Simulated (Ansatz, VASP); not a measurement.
**MnNbTl in VASP and in Ansatz**

```xyz
9
Lattice="7.0676 0.0000 0.0000 -3.5338 6.1207 0.0000 0.0000 0.0000 3.9138" Properties=species:S:1:pos:R:3 pbc="T T T"
Nb    4.1628    0.0000    1.9569
Nb    1.4524    2.5156    1.9569
Nb   -2.0814    3.6051    1.9569
Mn    1.7104    0.0000    0.0000
Mn    2.6786    4.6395    0.0000
Mn   -0.8552    1.4812    0.0000
Tl   -0.0004    4.0807    0.0000
Tl    3.5341    2.0400    0.0000
Tl    0.0000    0.0000    1.9569
```

Alike in both runs: task single point; functional PBE; k mesh 3 × 3 × 5; occupations methfessel-paxton of order 1, width 0.1544 eV; no spin polarisation.

|  | VASP | Ansatz |
| --- | --- | --- |
| version | VASP 6.6.1 | Ansatz 0.2.0 |
| potentials or method | VASP PAW PBE potentials, release 64 (Nb_sv, Mn_pv, Tl_d), cutoff 520 eV | PAW plane waves |
| valence electrons in the cell | 117 | 123 |

```tsv
	VASP	Ansatz	Ansatz less VASP
gap on the k mesh at the Fermi level (eV)	none	none	-
pressure (GPa)	-8.1	-8.0	+0.07
traceless stress, the component that is largest in VASP (GPa)	0.27	0.28	+0.013
rms of the force components (eV/Å)	0.128	0.125	-0.0028
```

Atom by atom the forces differ by 0.003 eV/Å (rms over components). A gap of «none» marks a metal or a gap that the smearing closes. The functional is the same, so the differences come from potentials, cutoffs and numerics. VASP's potentials hold 117 valence electrons a cell and Ansatz's 123, so a difference there can come from the potentials and not from the codes. Ansatz's warnings: structure snapped to symmetry.

Neither program's run includes spin-orbit coupling.
